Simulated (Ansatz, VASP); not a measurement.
**GeS in VASP and in Ansatz**

```xyz
8
Lattice="10.6589 0.0000 0.0000 0.0000 3.6825 0.0000 0.0000 0.0000 4.3528" Properties=species:S:1:pos:R:3 pbc="T T T"
Ge    1.3270    0.9206    0.5872
Ge    9.3319    2.7618    3.7656
Ge    4.0024    2.7618    2.7636
Ge    6.6565    0.9206    1.5892
S     9.0538    0.9206    2.1540
S     1.6051    2.7618    2.1988
S     6.9346    2.7618   -0.0224
S     3.7243    0.9206    4.3751
```

Alike in both runs: functional PBE; dispersion D3(BJ); k mesh 4 × 8 × 6; occupations gaussian, width 0.02 eV; no spin polarisation.

Ansatz relaxed the structure, and its values are those at the end. VASP's run is a single point on that final structure, the one shown.

|  | VASP | Ansatz |
| --- | --- | --- |
| version | VASP 6.6.1 | Ansatz 0.2.0 |
| potentials or method | VASP PAW PBE potentials, release 64 (Ge_d, S), cutoff 500 eV | scalar-relativistic, plane waves, PAW |
| valence electrons in the cell | 80 | 80 |

Ansatz gave:

| Quantity | Value |
| --- | --- |
| gap on the k mesh at the Fermi level (eV) | 1.23 |
| least direct gap on the mesh (eV) | 1.27 |
| pressure (GPa) | 0.0 |

Task: Which values does VASP return?

Result: gap on the k mesh at the Fermi level (eV): 1.22; least direct gap on the mesh (eV): 1.26; pressure (GPa): -0.1.

Ansatz's warnings: dispersion switch in reach, relaxed geometry near dispersion switch.
